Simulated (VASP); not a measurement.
ZrH: single point with PBEsol

ZrH:

```
Zr H
1.0
     3.19028    0.00000    0.00000
     0.00000    3.19028    0.00000
     0.09981    0.00000    4.99051
Zr H
2 2
Direct
  0.00000 0.50000 0.00000
  0.50000 0.00000 0.50000
  0.99364 0.00000 0.75004
  0.00636 0.00000 0.24996
```

This cell differs from its parent crystal: shear of c along a, cell held: +2.0 %, then relaxed in part.

```yaml
Program: VASP 6.6.1
Task: single point
Functional: PBEsol
Potentials_or_basis: VASP PAW PBE potentials, release 64 (Zr_sv, H)
Cutoff: 520 eV
k_mesh: 16 × 16 × 10
Occupations: gaussian, width 0.1 eV
Spin: no spin polarisation
Dipole_correction: no
Further_INCAR_settings: ALGO = Normal; EDIFF = 1e-06; NBANDS = 21
```

The pressure is 0.1 GPa and the band gap on the k mesh is zero (bands 13 and 14 overlap by 0.93 eV).

Stress tensor (GPa, compression positive):
```
 0.12  0.00 -0.98
 0.00  0.05  0.00
-0.98  0.00  0.14
```

Levels at points of the mesh, in eV from the Fermi level:
| k point | band 10 | band 11 | band 12 | band 13 | band 14 | band 15 | band 16 | band 17 |
| --- | --- | --- | --- | --- | --- | --- | --- | --- |
| (0.00, 0.00, 0.00) | -3.49 | -3.07 | -2.87 | -0.07 | 0.81 | 0.82 | 2.16 | 3.64 |
| (0.50, 0.00, 0.00) | -5.49 | -1.88 | -0.83 | -0.54 | -0.25 | 1.80 | 2.05 | 2.43 |
| (0.00, 0.50, 0.00) | -5.48 | -1.89 | -0.82 | -0.56 | -0.25 | 1.80 | 2.05 | 2.43 |
| (0.50, 0.50, 0.00) | -3.71 | -2.97 | -2.97 | -1.90 | 3.11 | 3.96 | 4.40 | 4.46 |
| (0.00, 0.00, 0.50) | -6.71 | -1.77 | -1.76 | -0.09 | -0.09 | 1.94 | 1.94 | 2.53 |
| (0.50, 0.00, 0.50) | -3.91 | -2.81 | -0.26 | 0.20 | 0.64 | 0.75 | 1.25 | 4.12 |
| (0.00, 0.50, 0.50) | -3.91 | -2.81 | -0.25 | 0.17 | 0.63 | 0.76 | 1.27 | 4.10 |
| (0.50, 0.50, 0.50) | -5.43 | -2.05 | -2.05 | -0.28 | -0.28 | 1.61 | 1.61 | 5.47 |

Run time: 3.6 min on 1 thread of Intel(R) Xeon(R) 6975P-C (Granite Rapids), with other jobs on the host, peak memory 0.7 GiB.

Caveat: the cell differs from its parent crystal (shear of c along a, cell held: +2.0 %, then relaxed in part); the PAW data sets were made with another functional, which shifts forces and pressure a little.
